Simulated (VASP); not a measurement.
Wanted: the native input for a VASP 6.6.1 run.

| Item | Value |
| --- | --- |
| Task | single point |
| Functional | LDA |
| Potentials or basis | VASP PAW LDA potentials, release 64 (C) |
| Cutoff | 520 eV |
| k mesh | 12 × 12 × 2 |
| Occupations | gaussian, width 0.05 eV |
| Spin | no spin polarisation |
| Dipole correction | no |
| Further INCAR settings | ALGO = Normal; EDIFF = 1e-06; NBANDS = 36 |

The structure of C lies in POSCAR:

```
C
1.0
    2.3177000000      0.0000000000      0.0000000000
   -1.1588500000      2.0071870784      0.0000000000
    0.0000000000      0.0000000000     11.6772000000
C
12
Direct
    0.0000000000      0.0000000000      0.1868599868
    0.0000000000      0.0000000000      0.6868599868
    0.0000000000      0.0000000000      0.3131400132
    0.0000000000      0.0000000000      0.8131400132
    0.3333333333      0.6666666667      0.5207718743
    0.6666666667      0.3333333333      0.0207718743
    0.3333333333      0.6666666667      0.9792281257
    0.6666666667      0.3333333333      0.4792281257
    0.3333333333      0.6666666667      0.6450609412
    0.6666666667      0.3333333333      0.1450609412
    0.3333333333      0.6666666667      0.8549390588
    0.6666666667      0.3333333333      0.3549390588
```

One way to write it, as run:

INCAR

```
ALGO     = Normal         # electronic algorithm
EDIFF    = 1E-6           # SCF threshold, eV
ENCUT    = 520            # plane-wave cutoff, eV
ISIF     = 2              # what is computed and relaxed
ISMEAR   = 0              # smearing method
LASPH    = T              # aspherical terms in the spheres
LCHARG   = F              # write CHGCAR
LREAL    = F              # projectors in reciprocal space
LWAVE    = F              # write WAVECAR
NBANDS   = 36             # bands
NELM     = 60             # most SCF steps
PREC     = Accurate       # precision mode
SIGMA    = 0.05           # smearing width, eV
```

KPOINTS

```
k-points
0
Gamma
  12 12 2
```

Potentials or basis: VASP PAW LDA potentials, release 64 (C).

Run with:

```sh
$ cat potpaw_LDA.64/C/POTCAR > POTCAR
$ mpirun -np 1 vasp_std > vasp.out
```

It gave:

| Quantity | Value |
| --- | --- |
| Pressure | 133.9 GPa |
| Largest force | 0.567 eV/Å |
| Band gap on the k mesh | 5.10 eV, indirect (least direct gap 5.46 eV) |

Run time: 76 s on 1 thread of AMD EPYC 7R13 Processor (Zen 3), on a shared host, peak memory 0.14 GiB.
